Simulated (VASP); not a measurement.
MoS2: single point with revPBE+D3(BJ)

MoS2:

```xyz
3
Lattice="3.1589 0.0000 0.0000 -1.5795 2.7357 0.0000 0.0000 0.0000 5.5718" Properties=species:S:1:pos:R:3 pbc="T T T"
Mo    0.0000    0.0000    2.7859
S     1.5795    0.9119    4.3565
S     0.0000    1.8238    1.2153
```

```json
{
  "Program": "VASP 6.6.1",
  "Task": "single point",
  "Functional": "revPBE",
  "Dispersion": "D3(BJ)",
  "Potentials or basis": "VASP PAW PBE potentials, release 64 (Mo_sv, S)",
  "Cutoff": "520 eV",
  "k mesh": "9 × 9 × 4",
  "Occupations": "fermi-dirac, width 0.05 eV",
  "Spin": "no spin polarisation"
}
```

| Quantity | Value |
| --- | --- |
| Pressure | -0.2 GPa |
| Largest force | 0.022 eV/Å |
| Band gap on the k mesh | zero (bands 13 and 14 overlap by 1.35 eV) |
| Dispersion energy per atom | -0.932 eV |

Forces in eV/Å, atoms in the order of the input:
```
Mo   0.000  0.000  0.000
S    0.000  0.000 -0.022
S    0.000  0.000  0.022
```

Levels at points of the mesh, in eV from the Fermi level:
```
           k point  band 9  band 10  band 11  band 12  band 13  band 14  band 15  band 16  band 17  band 18
(0.00, 0.00, 0.00)   -4.02    -1.52    -0.93    -0.93    -0.80    -0.15    -0.15     2.77     2.77     5.77
(0.00, 0.00, 0.50)   -3.96    -3.96    -0.97    -0.97    -0.55    -0.55     0.32     3.54     3.54     6.49
```

Run time: 34 s on 1 thread of Intel(R) Xeon(R) Platinum 8488C (Sapphire Rapids) (shared host), peak memory 0.19 GiB.

Caveat: the PAW data sets were made with another functional, which shifts forces and pressure a little.
